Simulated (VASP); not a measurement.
Si, 2 atoms in the cell. Symmetry: R-3m, No. 166, trigonal system. Conventional cell: a = 3.818 Å, b = 3.818 Å, c = 9.353 Å, α = 90.00°, β = 90.00°, γ = 120.00°. Si (site symmetry 3m) has 4 Si at 2.25 to 2.37 Å within 3.0 Å. 

- Program: VASP 6.6.1
- Task: single point
- Functional: PBE
- Potentials or basis: VASP PAW PBE potentials, release 64 (Si)
- Cutoff: 500 eV
- k mesh: 3 × 3 × 3
- Occupations: fermi-dirac, width 0.05 eV
- Spin: no spin polarisation
- Dipole correction: no
- Further INCAR settings: ALGO = Normal; EDIFF = 1e-06; NBANDS = 11

Potentials or basis: VASP PAW PBE potentials, release 64 (Si).

Run with:

```console
$ cat potpaw_PBE.64/Si/POTCAR > POTCAR
$ mpirun -np 1 vasp_std > vasp.out
```

Hardware: 1 thread of AMD EPYC 7R43 64-Core Processor (Zen 3), on a shared host.

**Question.** Estimate the wall time of this run.

**Answer.** It took 6.6 s on 1 thread of AMD EPYC 7R43 64-Core Processor (Zen 3), with other jobs on the host, peak memory 0.11 GiB. Counts: scf iterations 11, k points 6.
